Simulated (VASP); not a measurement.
Wanted: the native input for a VASP 6.6.1 run.

```
Task                   : relaxation of cell and atoms
Functional             : PBE
Potentials or basis    : VASP PAW PBE potentials, release 64 (Ho_3, S), 4f in core
Cutoff                 : 500 eV
k mesh                 : 12 × 12 × 4
Occupations            : gaussian, width 0.1 eV
Spin                   : no spin polarisation
Dipole correction      : no
Further INCAR settings : ALGO = Normal; EDIFF = 1e-07; IBRION = 2; EDIFFG = -0.01; NSW = 100; ISIF = 3
```

The structure of HoS4 lies in POSCAR:

```
HoS4
1.0
    4.2786459993      0.0000000000      0.0000000000
   -2.1393229997      3.7054161292      0.0000000000
    0.0000000000      0.0000000000      8.8484347953
Ho S
1 4
Direct
    0.0000000000      0.0000000000      0.5000000000
    0.0000000000      0.0000000000      0.7868332090
    0.0000000000      0.0000000000      0.2131667910
    0.3333333333      0.6666666667      0.3079337715
    0.6666666667      0.3333333333      0.6920662285
```

The cell was generated, and may not be a known phase.

The input as run:

INCAR

```
SYSTEM = HoS4
ALGO = Normal ; EDIFF = 1E-7
EDIFFG = -0.01 ; ENCUT = 500
GGA = PE ; GGA_COMPAT = .FALSE.
IBRION = 2 ; ISIF = 3
ISMEAR = 0 ; LASPH = .TRUE.
LCHARG = .FALSE. ; LMAXMIX = 6
LREAL = .FALSE. ; LWAVE = .FALSE.
NELM = 200 ; NELMIN = 4
NSW = 100 ; PREC = Accurate
SIGMA = 0.1
```

KPOINTS

```
k-points
0
G
  12 12 4
  0 0 0
```

Potentials or basis: VASP PAW PBE potentials, release 64 (Ho_3, S), 4f in core.

The run is started by

```console
$ cat potpaw_PBE.64/Ho_3/POTCAR potpaw_PBE.64/S/POTCAR > POTCAR
$ mpirun -np 1 vasp_std > vasp.out
```

Results of the run:

```
Relaxed volume                        : 29.46 Å³/atom
Relaxed cell                          : a = 4.273 Å, b = 4.273 Å, c = 9.313 Å, α = 90.00°, β = 90.00°, γ = 120.00°
Space group after relaxing (to 0.1 Å) : P-3m1 (No. 164)
Energy gained by relaxing             : 2.5 meV/atom
Ionic steps                           : 28
Pressure after relaxing               : 0.0 GPa
Largest force after relaxing          : 0.005 eV/Å
Band gap on the k mesh                : zero (an odd number of electrons rules out a gap without spin polarisation)
```

Caveat: spin-orbit coupling is left out, which moves the levels of the heavy elements; this functional lacks dispersion, which binds layers or chains, so the pressure and a relaxed spacing across them are unreliable; the 4f electrons are frozen in the core, so they carry no moment and show no levels; the run has no spin polarisation, though such a crystal can be magnetic.

Wall time 38 min on 1 thread of AMD EPYC 9R45 96-Core Processor (Zen 5), on a shared host, peak memory 0.34 GiB.
